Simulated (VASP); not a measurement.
# Ag3B (P-6m2) in VASP: a series of runs, part 2 of 2

VASP 6.6.1. The steps go on from the part before.

## (4) Single point, PBE

INCAR reads:

```
PREC = Accurate ; ENCUT = 520
EDIFF = 1E-6 ; ISMEAR = -1
SIGMA = 0.15 ; LREAL = F
LASPH = T ; NELM = 60
ALGO = Fast ; ISIF = 2
LWAVE = F ; LCHARG = F
GGA = PE ; NBANDS = 26
```

KPOINTS reads:

```
regular mesh
0
Gamma
  18 18 6
```

POSCAR reads:

```
Ag3B
1.0
    3.0062246919      0.0000000000      0.0000000000
   -1.5031123459      2.6034669526      0.0000000000
    0.0000000000      0.0000000000      7.8140050348
Ag B
3 1
Direct
    0.6666666667      0.3333333333      0.5000000000
    0.3333333333      0.6666666667      0.1929607398
    0.3333333333      0.6666666667      0.8070392602
    0.6666666667      0.3333333333      0.0000000000
```

Potentials or basis: VASP PAW PBE potentials, release 64 (Ag, B).

Run with:

```sh
$ cat potpaw_PBE.64/Ag/POTCAR potpaw_PBE.64/B/POTCAR > POTCAR
$ mpirun -np 1 vasp_std > vasp.out
```

OUTCAR:

```text
PREC = Accurate
   ENCUT = 520
   EDIFF = 1E-6
   ISMEAR = -1
   LREAL = F
   LASPH = T
   NELM = 60
   ISIF = 2
   GGA = PE

 ion  position               nearest neighbor table
   1  0.667  0.333  0.500-   2 2.96   3 2.96   2 2.96   3 2.96   2 2.96   3 2.96
   2  0.333  0.667  0.193-   4 2.30   4 2.30   4 2.30   1 2.96   1 2.96   1 2.96   3 3.02
   3  0.333  0.667  0.807-   4 2.30   4 2.30   4 2.30   1 2.96   1 2.96   1 2.96   2 3.02
   4  0.667  0.333  0.000-   2 2.30   3 2.30   2 2.30   3 2.30   2 2.30   3 2.30

  LATTYP: Found a hexagonal cell.
 ALAT       =     3.0062246919
 C/A-ratio  =     2.5992751160

  Lattice vectors:

 A1 = (   3.0062246919,   0.0000000000,   0.0000000000)
 A2 = (  -1.5031123459,   2.6034669526,   0.0000000000)
 A3 = (   0.0000000000,   0.0000000000,   7.8140050348)

Analysis of symmetry for initial positions (statically):
=====================================================================
 Subroutine PRICEL returns:
 Original cell was already a primitive cell.

[... 168 lines left out ...]
  ext. energy  EPLUGINS =         0.00000000
  ---------------------------------------------------
  free energy    TOTEN  =       -12.65844818 eV

  energy without entropy =      -12.58117528  energy(sigma->0) =      -12.61981173

 E-fermi :   8.0509     XC(G=0): -11.9529

 val. band max:        8.0173450559   @ k =   0.2778   0.2778   0.1667
 cond. band min:       8.0557792106   @ k =   0.3333   0.2222   0.1667
 fundamental gap:      0.0384341547
 Fermi energy:         8.0508824183

 k-point     1 :       0.0000    0.0000    0.0000
  band No.  band energies     occupation
      1      -2.5102      2.00000
      2       0.8027      2.00000
      3       1.4621      2.00000
      4       1.9336      2.00000
      5       2.3594      2.00000
      6       2.3594      2.00000
[... 685 lines left out ...]
     25      17.4678      0.00000
     26      18.0169      0.00000

 [... further k-points ...]
[... 5 lines left out ...]
  --------------------------------------------------------------------------------------
  -------------------------------------------------------------------------------------
  Total       -0.0465973     -0.0465973     -0.0143755     -0.0000000     -0.0000000      0.0000000
  in kB       -1.2207431     -1.2207431     -0.3766052     -0.0000000     -0.0000000      0.0000000
  external PRESSURE =      -0.9393638 kB  Pullay stress =       0.0000000 kB

 VOLUME and BASIS-vectors are now :
 -----------------------------------------------------------------------------
  energy-cutoff  :      520.00
  volume of cell :       61.16
      direct lattice vectors                 reciprocal lattice vectors
     3.006224692  0.000000000  0.000000000     0.332643133  0.192051602  0.000000000
    -1.503112346  2.603466953  0.000000000     0.000000000  0.384103205  0.000000000
     0.000000000  0.000000000  7.814005035     0.000000000  0.000000000  0.127975346

 POSITION                                       TOTAL-FORCE (eV/Angst)
 -----------------------------------------------------------------------------------
      1.50311      0.86782      3.90700        -0.000000      0.000000      0.000000
     -0.00000      1.73564      1.50780         0.000000     -0.000000      0.009181
     -0.00000      1.73564      6.30621         0.000000     -0.000000     -0.009181
      1.50311      0.86782      0.00000        -0.000000     -0.000000      0.000000
 -----------------------------------------------------------------------------------
    total drift:                                0.000000     -0.000000     -0.000000

  FREE ENERGIE OF THE ION-ELECTRON SYSTEM (eV)
  ---------------------------------------------------
  free  energy   TOTEN  =       -12.6584481789 eV

  energy  without entropy=      -12.5811752829  energy(sigma->0) =      -12.61981173
```

OSZICAR:

```text
N       E                     dE             d eps       ncg     rms          rms(c)
DAV:   1     0.220655715809E+03    0.22066E+03   -0.18485E+04  7696   0.136E+03
DAV:   2    -0.944597218881E+01   -0.23010E+03   -0.21899E+03  8036   0.308E+02
DAV:   3    -0.149577217168E+02   -0.55117E+01   -0.54567E+01  9150   0.516E+01
DAV:   4    -0.149829239135E+02   -0.25202E-01   -0.25191E-01  8434   0.336E+00
DAV:   5    -0.149831219794E+02   -0.19807E-03   -0.19806E-03  8678   0.318E-01    0.130E+01
RMM:   6    -0.128852231542E+02    0.20979E+01   -0.75311E+00  7927   0.174E+01    0.858E+00
RMM:   7    -0.126834790268E+02    0.20174E+00   -0.34553E-01  7918   0.377E+00    0.469E+00
RMM:   8    -0.126612393526E+02    0.22240E-01   -0.28972E-02  8289   0.112E+00    0.658E-01
RMM:   9    -0.126585732735E+02    0.26661E-02   -0.10523E-02  8376   0.655E-01    0.132E-01
RMM:  10    -0.126584608529E+02    0.11242E-03   -0.85300E-04  8516   0.200E-01    0.601E-02
RMM:  11    -0.126584473100E+02    0.13543E-04   -0.11165E-04  8518   0.695E-02    0.339E-02
RMM:  12    -0.126584495103E+02   -0.22003E-05   -0.31356E-05  8496   0.362E-02    0.709E-03
RMM:  13    -0.126584484343E+02    0.10760E-05   -0.51377E-06  7298   0.133E-02    0.663E-03
RMM:  14    -0.126584481789E+02    0.25536E-06   -0.13672E-06  5713   0.649E-03
   1 F= -.12658448E+02 E0= -.12619812E+02  d E =-.772729E-01
```

Wall time 8.1 min (1 thread of Oxide Virtual Turin-like, shared host); peak memory 0.29 GiB.

What came out:

| Quantity | Value |
| --- | --- |
| Free energy | -12.6584 eV |
| Pressure | -0.1 GPa |
| Largest force | 0.009 eV/Å |
| Band gap on the k mesh | zero (bands 18 and 19 overlap by 2.16 eV) |

Forces in eV/Å, atoms in the order of the input:
```
Ag   0.000  0.000  0.000
Ag   0.000  0.000  0.009
Ag   0.000  0.000 -0.009
B    0.000  0.000  0.000
```

## (5) Summary

```tsv
task	cell	cutoff (eV)	smearing	gap on the mesh (eV)	pressure (GPa)	largest force (eV/Å)
relaxation of cell and atoms	relaxed from a = 3.007, b = 3.007, c = 7.801 Å, angles 90.0, 90.0, 120.0°, 4 atoms	600	fermi-dirac 0.15 eV	none	0.0	-
single point	a = 3.007, b = 3.007, c = 7.801 Å, angles 90.0, 90.0, 120.0°, 4 atoms	520	gaussian 0.1 eV	none	-0.1	0.01
single point	a = 3.006, b = 3.006, c = 7.814 Å, angles 90.0, 90.0, 120.0°, 4 atoms	520	fermi-dirac 0.15 eV	none	-0.1	0.01
```

Alike in all rows: level PBE; potentials or basis VASP PAW PBE potentials, release 64 (Ag, B); no spin polarisation; k mesh 18 × 18 × 6.

Absolute energies hang on the potentials; compare differences alone.
